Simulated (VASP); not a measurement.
# Ti4O in VASP: single point with PBE

Aim: the single point of Ti4O with PBE.

Program: VASP 6.6.1. These are calculated values, not measurements. Logs are shortened: lines on timing, memory, paths and dates and some standing lists are left out, and cuts for length are marked.

### Step 1. The cell of the first run

The cell holds a slab with vacuum, 5 atoms: a = 2.908 Å, b = 4.112 Å, c = 19.654 Å, α = 90.00°, β = 90.00°, γ = 90.00°.

### Step 2. Single point, PBE

The input, INCAR:

```
SYSTEM = Ti4O
ALGO = Normal
DIPOL = 0.5 0.5 0.342
EDIFF = 1E-6
ENCUT = 520
GGA = PE
IDIPOL = 3
ISIF = 2
ISMEAR = 0
LASPH = .True.
LCHARG = .False.
LDIPOL = .True.
LREAL = .False.
LWAVE = .False.
NBANDS = 35
NELM = 100
PREC = Accurate
SIGMA = 0.1
```

The input, KPOINTS:

```
k-points
0
Gamma
  9 7 1
  0 0 0
```

The input, POSCAR:

```
Ti4O
1.0
    2.9075446938      0.0000000000      0.0000000000
    0.0000000000      4.1118891392      0.0000000000
    0.0000000000      0.0000000000     19.6535692687
Ti O
4 1
Direct
    0.5000000000      0.5000000000      0.2035253722
    0.0000000000      0.0000000000      0.2774952616
    0.5000000000      0.5000000000      0.3439484703
    0.0000000000      0.0000000000      0.4148645550
    0.3333333333      0.2000000000      0.4693004565
```

Potentials or basis: VASP PAW PBE potentials, release 64 (Ti_sv, O).

Run with:

```
cat potpaw_PBE.64/Ti_sv/POTCAR potpaw_PBE.64/O/POTCAR > POTCAR
mpirun -np 1 vasp_std > vasp.out
```

OUTCAR:

```text
SYSTEM = Ti4O
   EDIFF = 1E-6
   ENCUT = 520
   GGA = PE
   ISIF = 2
   ISMEAR = 0
   LASPH = .True.
   LREAL = .False.
   NELM = 100
   PREC = Accurate

 ion  position               nearest neighbor table
   1  0.500  0.500  0.204-   3 2.76   2 2.91   2 2.91   2 2.91   2 2.91
   2  0.000  0.000  0.277-   4 2.70   3 2.84   3 2.84   3 2.84   3 2.84   1 2.91   1 2.91   1 2.91
                             1 2.91
   3  0.500  0.500  0.344-   1 2.76   2 2.84   2 2.84   2 2.84   2 2.84   4 2.88   4 2.88   4 2.88
                             4 2.88
   4  0.000  0.000  0.415-   5 1.66   5 2.36   2 2.70   3 2.88   3 2.88   3 2.88   3 2.88
   5  0.333  0.200  0.469-   4 1.66   4 2.36

  LATTYP: Found a simple orthorhombic cell.
 ALAT       =     2.9075446938
 B/A-ratio  =     1.4142135624
 C/A-ratio  =     6.7595071920

  Lattice vectors:

 A1 = (   2.9075446938,   0.0000000000,   0.0000000000)
 A2 = (   0.0000000000,   4.1118891392,   0.0000000000)
 A3 = (   0.0000000000,   0.0000000000,  19.6535692687)

Analysis of symmetry for initial positions (statically):
=====================================================================
 Subroutine PRICEL returns:
 Original cell was already a primitive cell.

 Routine SETGRP: Setting up the symmetry group for a
 simple orthorhombic supercell.

 Subroutine GETGRP returns: Found  1 space group operations
 (whereof  1 operations were pure point group operations)
 out of a pool of  8 trial point group operations.

The static configuration has the point symmetry C_1 .

Analysis of symmetry for dynamics (positions and initial velocities):
=====================================================================
 Subroutine PRICEL returns:
 Original cell was already a primitive cell.

 Routine SETGRP: Setting up the symmetry group for a
 simple orthorhombic supercell.

 Subroutine GETGRP returns: Found  1 space group operations
 (whereof  1 operations were pure point group operations)
 out of a pool of  8 trial point group operations.

The dynamic configuration has the point symmetry C_1 .

 Subroutine INISYM returns: Found  1 space group operations
 (whereof  1 operations are pure point group operations),
 and found     1 'primitive' translations

----------------------------------------------------------------------------------------

                                     Primitive cell

  volume of cell :     234.9683

  direct lattice vectors                    reciprocal lattice vectors
     2.907544694  0.000000000  0.000000000     0.343932804  0.000000000  0.000000000
     0.000000000  4.111889139  0.000000000     0.000000000  0.243197218  0.000000000
     0.000000000  0.000000000 19.653569269     0.000000000  0.000000000  0.050881343

  length of vectors
     2.907544694  4.111889139 19.653569269     0.343932804  0.243197218  0.050881343

  position of ions in fractional coordinates (direct lattice)
     0.500000000  0.500000000  0.203525372
     0.000000000  0.000000000  0.277495262
     0.500000000  0.500000000  0.343948470
     0.000000000  0.000000000  0.414864555
     0.333333333  0.200000000  0.469300457

  ion indices of the primitive-cell ions
   primitive index   ion index
                 1           1
                 2           2
                 3           3
                 4           4
                 5           5

----------------------------------------------------------------------------------------

 KPOINTS: k-points

Automatic generation of k-mesh.
 Grid dimensions read from file:
 generate k-points for:    9    7    1

 Generating k-lattice:

  Cartesian coordinates                     Fractional coordinates (reciprocal lattice)
     0.038214756  0.000000000  0.000000000     0.111111111  0.000000000  0.000000000
     0.000000000  0.034742460  0.000000000     0.000000000  0.142857143  0.000000000
     0.000000000  0.000000000  0.050881343     0.000000000  0.000000000  1.000000000

  Length of vectors
     0.038214756  0.034742460  0.050881343

  Shift w.r.t. Gamma in fractional coordinates (k-lattice)
     0.000000000  0.000000000  0.000000000

 Subroutine IBZKPT returns following result:
 ===========================================

 Found     32 irreducible k-points:

 Following reciprocal coordinates:
            Coordinates               Weight
  0.000000  0.000000  0.000000      1.000000
  0.111111  0.000000  0.000000      2.000000
  0.222222  0.000000  0.000000      2.000000
  0.333333  0.000000  0.000000      2.000000
  0.444444  0.000000  0.000000      2.000000
  0.000000  0.142857  0.000000      2.000000
[... 16 lines left out ...]
  0.444444 -0.285714  0.000000      2.000000
  0.000000  0.428571  0.000000      2.000000
 [... further k-points ...]
   k-points           NKPTS =     32   k-points in BZ     NKDIM =     32   number of bands    NBANDS=     35
   number of dos      NEDOS =    301   number of ions     NIONS =      5
   total plane-waves  NPLWV = 115200
   dimension x,y,z NGX =    24 NGY =   32 NGZ =  150
   dimension x,y,z NGXF=    48 NGYF=   64 NGZF=  300
   ions per type =               4   1
   NGX,Y,Z   is equivalent  to a cutoff of  13.72, 12.94, 12.69 a.u.
   NGXF,Y,Z  is equivalent  to a cutoff of  27.45, 25.88, 25.38 a.u.
 SYSTEM =  Ti4O
   PREC   = accura    normal or accurate (medium, high low for compatibility)
   ISTART =      0    job   : 0-new  1-cont  2-samecut
   ICHARG =      2    charge: 1-file 2-atom 10-const
   ISPIN  =      1    spin polarized calculation?
   LNONCOLLINEAR =      F non collinear calculations
   LSORBIT =      F    spin-orbit coupling
   LASPH  =      T    aspherical Exc in radial PAW
   ENCUT  =  520.0 eV  38.22 Ry    6.18 a.u.   5.41  7.65 36.54*2*pi/ulx,y,z
   NELM   =    100;   NELMIN=  2; NELMDL= -5     # of ELM steps
   EDIFF  = 0.1E-05   stopping-criterion for ELM
   LREAL  =      F    real-space projection
   EDIFFG = 0.1E-04   stopping-criterion for IOM
   NSW    =      0    number of steps for IOM
   IBRION =     -1    ionic relax: 0-MD 1-quasi-New 2-CG
   NFREE  =      0    steps in history (QN), initial steepest desc. (CG)
   ISIF   =      2    stress and relaxation
   ISYM   =      2    0-nonsym 1-usesym 2-fastsym
   POTIM  = 0.5000    time-step for ionic-motion
   TEBEG  =    0.0;   TEEND  =   0.0 temperature during run
   PSTRESS=    0.0 pullay stress
   NELECT =      54.0000    total number of electrons
   NUPDOWN=      -1.0000    fix difference up-down
   EMIN   =  10.00;   EMAX   =-10.00  energy-range for DOS
   EFERMI =   0.00;   METHOD = LEGACY
   ISMEAR =     0;   SIGMA  =   0.10  broadening in eV -4-tet -1-fermi 0-gaus
   EFERMI_NEDOS =   21; number of points for ismear=-14 and -15
   IALGO  =     38    algorithm
   IMIX   =      4    mixing-type and parameters
     AMIX     =   0.40;   BMIX     =  1.00
     AMIX_MAG =   1.60;   BMIX_MAG =  1.00
  volume/ion in A,a.u.               =      46.99       317.13
  Fermi-wavevector in a.u.,A,eV,Ry     =   1.002774  1.894968 13.681412  1.005555
  Thomas-Fermi vector in A             =   2.135283
   LORBIT       =      0    0 simple, 1 ext, 2 COOP (PROOUT), +10 PAW based schemes
   GGA     = PE    functional components
   LHFCALC =     F    Hartree Fock is set to
   AEXX    =    0.0000 exact exchange contribution
   IVDW    =     0    specifies the selected vdW correction
   LEPSILON=     F    determine dielectric tensor
   LRPA    =     F    only Hartree local field effects (RPA)
 non-spin polarized calculation
 Gauss-broadening in eV      SIGMA  =   0.10
  energy-cutoff  :      520.00
  volume of cell :      234.97
 maximum number of plane-waves:      6369
 NGX is ok and might be reduce to    24
   NGX = 11   NGY = 15   NGZ = 73

 dipolmoment           0.000000      0.000000     -0.199748 electrons x Angstroem

 number of electron      54.0000013 magnetization

 dipolmoment           0.000000      0.000000      0.156484 electrons x Angstroem

 Free energy of the ion-electron system (eV)
  ---------------------------------------------------
  ext. energy  EPLUGINS =         0.00000000
  ---------------------------------------------------
  free energy    TOTEN  =       -37.03546594 eV

  energy without entropy =      -37.00556724  energy(sigma->0) =      -37.02051659

 E-fermi :  -0.4304     XC(G=0):  -4.6618

 val. band max:       -0.4318201124   @ k =   0.1111   0.2857   0.0000
 cond. band min:      -0.4280290238   @ k =   0.2222   0.1429   0.0000
 fundamental gap:      0.0037910886
 Fermi energy:        -0.4304186147

 k-point     1 :       0.0000    0.0000    0.0000
  band No.  band energies     occupation
      1     -57.5151      2.00000
      2     -57.4635      2.00000
      3     -57.0922      2.00000
      4     -56.9883      2.00000
      5     -34.0993      2.00000
      6     -33.8835      2.00000
[... 27 lines left out ...]
     34       1.2692      0.00000
     35       1.3281      0.00000

 k-point     2 :       0.1111    0.0000    0.0000
  band No.  band energies     occupation
      1     -57.5094      2.00000
      2     -57.4584      2.00000
      3     -57.0854      2.00000
      4     -56.9869      2.00000
      5     -34.1054      2.00000
      6     -33.8806      2.00000
[... 27 lines left out ...]
     34       1.3113      0.00000
     35       1.4608      0.00000

 k-point     3 :       0.2222    0.0000    0.0000
  band No.  band energies     occupation
      1     -57.4947      2.00000
      2     -57.4455      2.00000
      3     -57.0671      2.00000
      4     -56.9841      2.00000
      5     -34.1369      2.00000
      6     -33.8756      2.00000
[... 27 lines left out ...]
     34       1.3005      0.00000
     35       1.4887      0.00000

 k-point     4 :       0.3333    0.0000    0.0000
  band No.  band energies     occupation
      1     -57.4780      2.00000
      2     -57.4308      2.00000
      3     -57.0437      2.00000
      4     -56.9836      2.00000
      5     -34.2036      2.00000
      6     -33.8736      2.00000
[... 27 lines left out ...]
     34       1.5832      0.00000
     35       1.7307      0.00000

 k-point     5 :       0.4444    0.0000    0.0000
  band No.  band energies     occupation
      1     -57.4670      2.00000
      2     -57.4211      2.00000
      3     -57.0248      2.00000
      4     -56.9869      2.00000
      5     -34.2618      2.00000
      6     -33.8743      2.00000
[... 638 lines left out ...]
 k-point    22 :       0.4444    0.2857    0.0000
  band No.  band energies     occupation
      1     -57.4667      2.00000
      2     -57.4208      2.00000
      3     -57.0233      2.00000
      4     -56.9880      2.00000
      5     -34.2666      2.00000
      6     -33.8564      2.00000
[... 27 lines left out ...]
     34       1.3302      0.00000
     35       1.9816      0.00000

 k-point    23 :       0.4444   -0.2857    0.0000
  band No.  band energies     occupation
      1     -57.4667      2.00000
      2     -57.4208      2.00000
      3     -57.0233      2.00000
      4     -56.9880      2.00000
      5     -34.2688      2.00000
      6     -33.8574      2.00000
[... 27 lines left out ...]
     34       1.3744      0.00000
     35       1.9404      0.00000

 k-point    24 :       0.0000    0.4286    0.0000
  band No.  band energies     occupation
      1     -57.5100      2.00000
      2     -57.4595      2.00000
      3     -57.0646      2.00000
      4     -57.0245      2.00000
      5     -34.1138      2.00000
      6     -33.9327      2.00000
[... 27 lines left out ...]
     34       1.0799      0.00000
     35       1.2485      0.00000

 [... further k-points ...]

------------------------ aborting loop because EDIFF is reached ----------------------------------------

 vacuum level on the upper side and lower side of the slab       (xc-potential included)         1.143        -1.243

  FORCE on cell =-STRESS in cart. coord.  units (eV):
  Direction    XX          YY          ZZ          XY          YZ          ZX
  --------------------------------------------------------------------------------------
  -------------------------------------------------------------------------------------
  Total        3.0174435     -0.9362634      0.6500466      1.6234205      1.2007944      3.3382523
  in kB       20.5750308     -6.3840961      4.4324705     11.0696112      8.1878526     22.7625289
  external PRESSURE =       6.2078017 kB  Pullay stress =       0.0000000 kB

 VOLUME and BASIS-vectors are now :
 -----------------------------------------------------------------------------
  energy-cutoff  :      520.00
  volume of cell :      234.97
      direct lattice vectors                 reciprocal lattice vectors
     2.907544694  0.000000000  0.000000000     0.343932804  0.000000000  0.000000000
     0.000000000  4.111889139  0.000000000     0.000000000  0.243197218  0.000000000
     0.000000000  0.000000000 19.653569269     0.000000000  0.000000000  0.050881343

 POSITION                                       TOTAL-FORCE (eV/Angst)
 -----------------------------------------------------------------------------------
      1.45377      2.05594      4.00000        -0.061421      0.011570      0.355536
      0.00000      0.00000      5.45377         0.087930     -0.089663     -0.347525
      1.45377      2.05594      6.75982        -0.146897     -0.305674     -0.762412
      0.00000      0.00000      8.15357        -2.792588     -0.161022      0.601788
      0.96918      0.82238      9.22343         2.912977      0.544790      0.152613
 -----------------------------------------------------------------------------------
    total drift:                               -0.000009      0.000494      0.001259

  FREE ENERGIE OF THE ION-ELECTRON SYSTEM (eV)
  ---------------------------------------------------
  free  energy   TOTEN  =       -37.0354659386 eV

  energy  without entropy=      -37.0055672412  energy(sigma->0) =      -37.02051659

 vacuum level on the upper side and lower side of the slab         5.266         2.797
```

It took 9.1 min on 1 thread of Intel Xeon 6975P-C, shared host; peak memory 0.46 GiB.

Results:

| Quantity | Value |
| --- | --- |
| Free energy | -37.0355 eV |
| Largest force | 2.967 eV/Å |
| Band gap on the k mesh | zero (band 27 reaches -0.08 eV, above the bottom of band 28 at -0.64 eV) |

Forces in eV/Å, atoms in the order of the input:
```
Ti  -0.061  0.012  0.356
Ti   0.088 -0.090 -0.348
Ti  -0.147 -0.306 -0.762
Ti  -2.793 -0.161  0.602
O    2.913  0.545  0.153
```
